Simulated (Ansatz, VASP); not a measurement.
**SiC: VASP beside Ansatz**

Contents of POSCAR:

```
SiC
1.0
    3.0751950059      0.0000000000     -0.0153759750
   -1.5375975029      2.6631969967      0.0076879875
   -0.0252408343      0.0000000000      5.0481668544
Si C
2 2
Direct
    0.3333333333      0.6666666667      0.0046028828
    0.6666666667      0.3333333333      0.5046028828
    0.3333333333      0.6666666667      0.3803971172
    0.6666666667      0.3333333333      0.8803971172
```

The input INCAR.step1:

```
SYSTEM = SiC
PREC = Accurate ; ENCUT = 520
ISMEAR = 0 ; SIGMA = 0.05
LREAL = .False. ; LASPH = .True.
NELM = 60 ; NBANDS = 16
GGA = PE ; ALGO = Normal
EDIFF = 1E-4 ; LWAVE = .True.
LCHARG = .False.
```

File INCAR.step2:

```
SYSTEM = SiC
PREC = Accurate ; ENCUT = 520
EDIFF = 1E-6 ; ISMEAR = 0
SIGMA = 0.05 ; LREAL = .False.
LASPH = .True. ; NELM = 60
ALGO = Normal ; ISIF = 2
LWAVE = .False. ; LCHARG = .False.
METAGGA = R2SCAN ; LMIXTAU = .True.
NBANDS = 16 ; ISTART = 1
```

The input KPOINTS:

```
regular mesh
0
Gamma
  12 12 6
  0 0 0
```

Input for Ansatz:

```yaml
crystal:
  lattice:
    - [3.0751950059, 0.0, -0.015375975]
    - [-1.5375975029, 2.6631969967, 0.0076879875]
    - [-0.0252408343, 0.0, 5.0481668544]
  atoms:
    - { symbol: Si, position: [0.3333333333, 0.6666666667, 0.0046028828] }
    - { symbol: Si, position: [0.6666666667, 0.3333333333, 0.5046028828] }
    - { symbol: C, position: [0.3333333333, 0.6666666667, 0.3803971172] }
    - { symbol: C, position: [0.6666666667, 0.3333333333, 0.8803971172] }
basis:
  ecutwfc: 500
kpoints:
  mp_grid: { grid: [12, 12, 6] }
hamiltonian:
  xc: r2scan
scf:
  occupations: { method: gaussian, width: 0.05 }
output:
  forces: true
  stress: true
  eigenvalues: true
```

Change from the starting cell: strain -0.0100 x Voigt [0, 0, 0, 0, 1, 0], atoms carried along.

Alike in both runs: task single point; functional r2SCAN; k mesh 12 × 12 × 6; occupations gaussian, width 0.05 eV; no spin polarisation.

|  | VASP | Ansatz |
| --- | --- | --- |
| version | VASP 6.6.1 | Ansatz 0.2.0 |
| potentials or method | VASP PAW PBE potentials, release 64 (Si, C), cutoff 520 eV | scalar-relativistic, plane waves, PAW |
| valence electrons in the cell | 16 | 16 |

```tsv
	VASP	Ansatz	Ansatz less VASP
gap on the k mesh at the Fermi level (eV)	2.65	2.64	-0.007
least direct gap on the mesh (eV)	4.49	4.48	-0.009
pressure (GPa)	-0.1	0.0	+0.18
traceless stress, the component that is largest in VASP (GPa)	1.77	1.77	-0.007
rms of the force components (eV/Å)	0.031	0.032	+0.0002
```

VASP's potentials were made for PBE, not for r2SCAN. Atom by atom the forces differ by 0.000 eV/Å (rms over components).
